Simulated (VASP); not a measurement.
# Ho4Pd (Im-3m) in VASP: further runs, part 2 of 2

VASP 6.6.1.

## 3. Single point, PBE, collinear spin

This run uses another cell than the first one, of 30.23 Å³/atom.

INCAR

```
PREC = Accurate
ENCUT = 500
EDIFF = 1E-6
ISMEAR = 0
SIGMA = 0.1
LREAL = False
LASPH = True
NELM = 200
ALGO = Normal
ISIF = 2
LWAVE = False
LCHARG = False
ISPIN = 2
MAGMOM = 0 0 0 0 1
LORBIT = 11
LMAXMIX = 6
GGA = PE
NBANDS = 35
GGA_COMPAT = False
```

KPOINTS

```
regular mesh
0
Gamma
  4 4 4
```

POSCAR

```
Ho4Pd
1.0
   -3.3557175240      3.3557175240      3.3557175240
    3.3557175240     -3.3557175240      3.3557175240
    3.3557175240      3.3557175240     -3.3557175240
Ho Pd
4 1
Direct
    0.0000000000      0.0000000000      0.5000000000
    0.5000000000      0.0000000000      0.0000000000
    0.0000000000      0.5000000000      0.0000000000
    0.5000000000      0.5000000000      0.5000000000
    0.0000000000      0.0000000000      0.0000000000
```

Potentials or basis: VASP PAW PBE potentials, release 64 (Ho_3, Pd), 4f in core.

Command:

```sh
$ cat potpaw_PBE.64/Ho_3/POTCAR potpaw_PBE.64/Pd/POTCAR > POTCAR
$ mpirun -np 1 vasp_std > vasp.out
```

OUTCAR:

```text
PREC = Accurate
   ENCUT = 500
   EDIFF = 1E-6
   ISMEAR = 0
   LREAL = False
   LASPH = True
   NELM = 200
   ISIF = 2
   ISPIN = 2
   LORBIT = 11
   GGA = PE

 ion  position               nearest neighbor table
   1  0.000  0.000  0.500-   5 2.91   5 2.91   4 3.36   2 3.36   3 3.36   3 3.36   2 3.36   4 3.36

   2  0.500  0.000  0.000-   5 2.91   5 2.91   4 3.36   1 3.36   4 3.36   3 3.36   1 3.36   3 3.36

   3  0.000  0.500  0.000-   5 2.91   5 2.91   4 3.36   1 3.36   2 3.36   1 3.36   4 3.36   2 3.36

   4  0.500  0.500  0.500-   5 2.91   5 2.91   3 3.36   1 3.36   2 3.36   3 3.36   1 3.36   2 3.36

   5  0.000  0.000  0.000-   1 2.91   2 2.91   3 2.91   4 2.91   1 2.91   3 2.91   2 2.91   4 2.91

  LATTYP: Found a body centered cubic cell.
 ALAT       =     6.7114350480

  Lattice vectors:

[... 804 lines left out ...]

  FORCE on cell =-STRESS in cart. coord.  units (eV):
  Direction    XX          YY          ZZ          XY          YZ          ZX
  --------------------------------------------------------------------------------------
  -------------------------------------------------------------------------------------
  Total        0.5517188      0.5517188      0.5517188     -0.0000000     -0.0000000     -0.0000000
  in kB        5.8480645      5.8480645      5.8480645     -0.0000000     -0.0000000     -0.0000000
  external PRESSURE =       5.8480645 kB  Pullay stress =       0.0000000 kB

 VOLUME and BASIS-vectors are now :
 -----------------------------------------------------------------------------
  energy-cutoff  :      500.00
  volume of cell :      151.15
      direct lattice vectors                 reciprocal lattice vectors
    -3.355717524  3.355717524  3.355717524     0.000000000  0.148999431  0.148999431
     3.355717524 -3.355717524  3.355717524     0.148999431  0.000000000  0.148999431
     3.355717524  3.355717524 -3.355717524     0.148999431  0.148999431  0.000000000

 POSITION                                       TOTAL-FORCE (eV/Angst)
 -----------------------------------------------------------------------------------
      1.67786      1.67786     -1.67786        -0.000000      0.000000      0.000000
     -1.67786      1.67786      1.67786         0.000000      0.000000     -0.000000
      1.67786     -1.67786      1.67786         0.000000     -0.000000      0.000000
      1.67786      1.67786      1.67786         0.000000     -0.000000      0.000000
      0.00000      0.00000      0.00000        -0.000000      0.000000     -0.000000
 -----------------------------------------------------------------------------------
    total drift:                               -0.000000     -0.000000      0.000000

  FREE ENERGIE OF THE ION-ELECTRON SYSTEM (eV)
  ---------------------------------------------------
  free  energy   TOTEN  =       -22.9098024150 eV

  energy  without entropy=      -22.8663638482  energy(sigma->0) =      -22.88808313

 total charge

# of ion       s       p       d       tot
------------------------------------------
    1        0.479   6.433   1.105   8.016
    2        0.479   6.433   1.105   8.016
    3        0.479   6.433   1.105   8.016
    4        0.479   6.433   1.105   8.016
    5        0.709   0.471   8.449   9.629
--------------------------------------------------
tot          2.623  26.201  12.869  41.693

 magnetization (x)

# of ion       s       p       d       tot
------------------------------------------
    1       -0.000  -0.002  -0.006  -0.009
    2       -0.000  -0.002  -0.006  -0.009
    3       -0.000  -0.002  -0.006  -0.009
    4       -0.000  -0.002  -0.006  -0.009
    5        0.000  -0.000   0.001   0.001
--------------------------------------------------
tot         -0.002  -0.008  -0.024  -0.034
```

OSZICAR:

```text
N       E                     dE             d eps       ncg     rms          rms(c)
DAV:   1     0.406121898954E+03    0.40612E+03   -0.17377E+04  1232   0.118E+03
DAV:   2     0.209937133086E+02   -0.38513E+03   -0.36521E+03  1651   0.604E+02
DAV:   3    -0.198090271453E+02   -0.40803E+02   -0.35803E+02  1872   0.150E+02
DAV:   4    -0.233026342058E+02   -0.34936E+01   -0.32433E+01  1914   0.402E+01
DAV:   5    -0.234564168796E+02   -0.15378E+00   -0.15052E+00  1960   0.106E+01    0.367E+01
DAV:   6    -0.229747916621E+02    0.48163E+00   -0.12759E+00  1768   0.582E+00    0.202E+01
DAV:   7    -0.230070629624E+02   -0.32271E-01   -0.94737E-01  1824   0.560E+00    0.431E+00
DAV:   8    -0.229177063519E+02    0.89357E-01   -0.49680E-01  1872   0.398E+00    0.175E+00
DAV:   9    -0.229096688429E+02    0.80375E-02   -0.55130E-02  1832   0.135E+00    0.465E-01
DAV:  10    -0.229097836042E+02   -0.11476E-03   -0.39255E-03  1864   0.438E-01    0.166E-01
DAV:  11    -0.229097936056E+02   -0.10001E-04   -0.34022E-04  1904   0.133E-01    0.487E-02
DAV:  12    -0.229097999256E+02   -0.63200E-05   -0.65663E-05  1944   0.568E-02    0.224E-02
DAV:  13    -0.229098024797E+02   -0.25541E-05   -0.11161E-05  1600   0.244E-02    0.761E-03
DAV:  14    -0.229098024150E+02    0.64675E-07   -0.11835E-06  1096   0.121E-02
   1 F= -.22909802E+02 E0= -.22888083E+02  d E =-.434386E-01  mag=    -0.0432
```

stdout:

```text
POSCAR found type information on POSCAR HoPd
 POSCAR found :  2 types and       5 ions
 scaLAPACK will be used
 LDA part: xc-table for (Slater+PW92), standard interpolation
 POSCAR, INCAR and KPOINTS ok, starting setup
 FFT: planning ... GRIDC
 FFT: planning ... GRID_SOFT
 FFT: planning ... GRID
 WAVECAR not read
 entering main loop
```

It took 68 s on 1 thread of AMD EPYC 9R45 (Zen 5), shared host; peak memory 0.3 GiB.

What came out:

```yaml
Free_energy: -22.9098 eV
Pressure: 0.6 GPa
Net_moment: -0.04 μB per cell
Valence_electrons_inside_the_program's_atomic_spheres: Ho 8.02; Pd 9.63
```

Caveat: the magnetic or orbital state may not be the lowest; spin-orbit coupling is left out, which moves the levels of the heavy elements; the 4f electrons are frozen in the core, so they carry no moment and show no levels.

## 4. Relaxation of cell and atoms, PBE

This run uses another cell than the first one, of 30.23 Å³/atom.

INCAR

```
SYSTEM = Ho4Pd
PREC = Accurate ; ENCUT = 500
EDIFF = 1E-7 ; ISMEAR = 0
SIGMA = 0.1 ; LREAL = .False.
LASPH = .True. ; NELM = 200
ALGO = Normal ; ISIF = 3
LWAVE = .False. ; LCHARG = .False.
GGA = PE ; IBRION = 2
NSW = 100 ; EDIFFG = -0.01
GGA_COMPAT = .False. ; NELMIN = 4
LMAXMIX = 6
```

KPOINTS

```
regular mesh
0
Gamma
  8 8 8
  0 0 0
```

POSCAR is that of step 3.

Command:

```sh
$ cat potpaw_PBE.64/Ho_3/POTCAR potpaw_PBE.64/Pd/POTCAR > POTCAR
$ mpirun -np 1 vasp_std > vasp.out
```

Run time: 8.8 min. Hardware: 1 thread of AMD EPYC 9R45 (Zen 5), shared host; peak memory 0.31 GiB.

The run converged. Its results:

* Free energy: -22.9099 eV
* Relaxed volume: 30.87 Å³/atom
* Relaxed cell: a = 5.853 Å, b = 5.853 Å, c = 5.853 Å, α = 109.47°, β = 109.47°, γ = 109.47°
* Space group after relaxing (to 0.1 Å): Im-3m (No. 229)
* Energy gained by relaxing: 2.1 meV/atom
* Ionic steps: 3
* Pressure after relaxing: 0.0 GPa
* Band gap on the k mesh: zero (bands 23 and 24 overlap by 1.26 eV)

Step by step:
| step | energy change (eV) | largest force (eV/Å) | pressure (GPa) | volume (Å³) |
| --- | --- | --- | --- | --- |
| 1 | 0.0000 | 0.0000 | 1.04 | 151.15 |
| 2 | -0.0091 | 0.0000 | -0.34 | 155.49 |
| 3 | -0.0103 | 0.0000 | 0.00 | 154.37 |

Final structure:
```
Ho Pd
1.0
    -3.37934    3.37934    3.37934
     3.37934   -3.37934    3.37934
     3.37934    3.37934   -3.37934
Ho Pd
4 1
Direct
  0.00000 0.00000 0.50000
  0.50000 0.00000 0.00000
  0.00000 0.50000 0.00000
  0.50000 0.50000 0.50000
  0.00000 0.00000 0.00000
```

Levels at points of the mesh, in eV from the Fermi level:
| k point | band 20 | band 21 | band 22 | band 23 | band 24 | band 25 | band 26 | band 27 |
| --- | --- | --- | --- | --- | --- | --- | --- | --- |
| (0.00, 0.00, 0.00) | -1.24 | -1.24 | 0.37 | 0.37 | 0.37 | 0.37 | 0.37 | 2.20 |
| (0.50, 0.00, 0.00) | -1.25 | -0.97 | -0.57 | -0.14 | 0.19 | 0.37 | 0.71 | 0.82 |
| (0.50, 0.50, 0.50) | -2.61 | -1.80 | -0.72 | -0.72 | -0.72 | 0.10 | 0.10 | 0.10 |

Caveat: spin-orbit coupling is left out, which moves the levels of the heavy elements; the 4f electrons are frozen in the core, so they carry no moment and show no levels.

## 5. Overview

```csv
task,spin,cell,k mesh,gap on the mesh (eV),pressure (GPa)
single point,off,"a = 5.846 Å, angles 109.5°, 5 atoms",8 × 8 × 8,none,0.2
single point,collinear,"a = 5.812 Å, angles 109.5°, 5 atoms",4 × 4 × 4,none,0.6
relaxation of cell and atoms,off,"relaxed from a = 5.812 Å, angles 109.5°, 5 atoms",8 × 8 × 8,none,0.0
```

Alike in all rows: level PBE; potentials or basis VASP PAW PBE potentials, release 64 (Ho_3, Pd), 4f in core; cutoff (eV) 500; smearing gaussian 0.1 eV.

Caveats: spin-orbit coupling is left out, which moves the levels of the heavy elements; the 4f electrons are frozen in the core, so they carry no moment and show no levels; the magnetic or orbital state may not be the lowest (at least some runs).

Absolute energies hang on the potentials; compare differences alone.
